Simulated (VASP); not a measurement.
BaO:

```xyz
2
Lattice="3.8891 0.0000 0.0000 1.9445 3.3680 0.0000 1.9445 1.1227 3.1754" Properties=species:S:1:pos:R:3 pbc="T T T"
Ba    0.0000    0.0000    0.0000
O     3.8891    2.2454    1.5877
```

- Program: VASP 6.6.1
- Task: relaxation of cell and atoms
- Functional: RPBE
- Potentials or basis: VASP PAW PBE potentials, release 64 (Ba_sv, O)
- Cutoff: 600 eV
- k mesh: 8 × 8 × 8
- Occupations: gaussian, width 0.01 eV
- Spin: no spin polarisation

At the start: pressure 7.3 GPa; volume 20.80 Å³/atom.

Task: How do energy, volume and symmetry change on relaxing?

Result: Over 3 steps the energy falls by 43.9 meV/atom and the volume is 22.90 Å³/atom (+10.1 %); space group Fm-3m (No. 225, to 0.05 Å).

The path:
| step | energy change (eV) | largest force (eV/Å) | pressure (GPa) | volume (Å³) |
| --- | --- | --- | --- | --- |
| 1 | 0.0000 | 0.0000 | 7.31 | 41.59 |
| 2 | -0.0761 | 0.0000 | -2.07 | 47.57 |
| 3 | -0.0879 | 0.0000 | 0.03 | 45.80 |

Final structure:
```cif
data_structure
_symmetry_space_group_name_H-M 'P 1'
_symmetry_Int_Tables_number 1
_cell_length_a 4.0160
_cell_length_b 4.0160
_cell_length_c 4.0160
_cell_angle_alpha 60.000
_cell_angle_beta 60.000
_cell_angle_gamma 60.000
_cell_volume 45.80
loop_
_atom_site_label
_atom_site_type_symbol
_atom_site_fract_x
_atom_site_fract_y
_atom_site_fract_z
_atom_site_occupancy
Ba1 Ba 0.00000 0.00000 0.00000 1
O1 O 0.50000 0.50000 0.50000 1
```

Caveat: the PAW data sets were made with another functional, which shifts forces and pressure a little; the volume moved by +10 % from the deposited cell, more than functionals usually miss.
